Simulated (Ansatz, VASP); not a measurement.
**Two plane-wave programs on Rh**

```
CELL_PARAMETERS angstrom
0.00000 1.90299 1.90299
1.90299 0.00000 1.90299
1.90299 1.90299 0.00000
ATOMIC_POSITIONS crystal
Rh 0.00000 0.00000 0.00000
```

Alike in both runs: task single point; functional r2SCAN; k mesh 8 × 8 × 8; occupations gaussian, width 0.1 eV; no spin polarisation.

```csv
,VASP,Ansatz
version,VASP 6.6.1,Ansatz 0.2.0
potentials or method,"VASP PAW PBE potentials, release 64 (Rh_sv_GW), cutoff 580 eV","scalar-relativistic, plane waves, PAW"
valence electrons in the cell,17,17
```

VASP gave:

| Property | Result |
| --- | --- |
| gap on the k mesh at the Fermi level (eV) | none |
| pressure (GPa) | -2.2 |

Problem. Estimate Ansatz's values.

Solution. gap on the k mesh at the Fermi level (eV): none; pressure (GPa): -0.6.

VASP's potentials were made for PBE, not for r2SCAN. A gap of «none» marks a metal or a gap that the smearing closes.
